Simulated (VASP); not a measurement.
As, 1 atom in the cell. It takes space group Pm-3m (No. 221, cubic). The conventional cell has a = 2.681 Å, b = 2.681 Å, c = 2.681 Å, α = 90.00°, β = 90.00°, γ = 90.00°. Within 3.5 Å of As (site symmetry m-3m) lie 6 As at 2.68 Å. 

```yaml
Program: VASP 6.6.1
Task: single point
Functional: LDA
Potentials_or_basis: VASP PAW LDA potentials, release 64 (As)
Cutoff: 520 eV
k_mesh: 12 × 12 × 12
Occupations: fermi-dirac, width 0.136057 eV
Spin: no spin polarisation
Dipole_correction: no
Further_INCAR_settings: ALGO = Normal; EDIFF = 1e-06; NBANDS = 8
```

Potentials or basis: VASP PAW LDA potentials, release 64 (As).

Launch:

```sh
$ cat potpaw_LDA.64/As/POTCAR > POTCAR
$ mpirun -np 1 vasp_std > vasp.out
```

Hardware: 1 thread of Intel(R) Xeon(R) Platinum 8259CL CPU @ 2.50GHz (Skylake/Cascade Lake) (shared host).

Task: Estimate the wall time of this run.

Result: It took 6.8 s on 1 thread of Intel(R) Xeon(R) Platinum 8259CL CPU @ 2.50GHz (Skylake/Cascade Lake), on a shared host, peak memory 0.12 GiB. Counts: scf iterations 9, k points 84.
